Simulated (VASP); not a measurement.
Write the native input for VASP 6.6.1 that does the following.

```
Task                   : single point
Functional             : PBEsol
Potentials or basis    : VASP PAW PBE potentials, release 64 (Zr_sv, S)
Cutoff                 : 500 eV
k mesh                 : 6 × 6 × 4
Occupations            : gaussian, width 0.01 eV
Spin                   : no spin polarisation
Dipole correction      : no
Further INCAR settings : ALGO = Normal; EDIFF = 1e-06; NBANDS = 19
```

The structure of ZrS2 lies in POSCAR:

```
ZrS2
1.0
    3.6743619272      0.0000000000      0.0000000000
   -1.8371809636      3.1820907716      0.0000000000
    0.0000000000      0.0000000000      5.8571358081
Zr S
1 2
Direct
    0.0000000000      0.0000000000      0.0000000000
    0.6666666667      0.3333333333      0.7537648223
    0.3333333333      0.6666666667      0.2462351777
```

One way to write it, as run:

INCAR

```
SYSTEM = ZrS2
PREC = Accurate
ENCUT = 500
EDIFF = 1E-6
ISMEAR = 0
SIGMA = 0.01
LREAL = .False.
LASPH = .True.
NELM = 120
ALGO = Normal
ISIF = 2
LWAVE = .False.
LCHARG = .False.
GGA = PS
NBANDS = 19
GGA_COMPAT = .False.
```

KPOINTS

```
regular mesh
0
Gamma
  6 6 4
  0 0 0
```

Potentials or basis: VASP PAW PBE potentials, release 64 (Zr_sv, S).

The run is started by

```sh
$ cat potpaw_PBE.64/Zr_sv/POTCAR potpaw_PBE.64/S/POTCAR > POTCAR
$ mpirun -np 1 vasp_std > vasp.out
```

It gave:

| Item | Value |
| --- | --- |
| Pressure | -1.8 GPa |
| Largest force | 0.126 eV/Å |
| Band gap on the k mesh | 0.81 eV, indirect (least direct gap 1.45 eV) |

Caveat: the PAW data sets were made with another functional, which shifts forces and pressure a little; this functional lacks dispersion, which binds the layers, so the pressure and a relaxed spacing across them are unreliable.

It took 17 s on 1 thread of Intel(R) Xeon(R) 6975P-C (Granite Rapids), with other jobs on the host, peak memory 0.19 GiB.
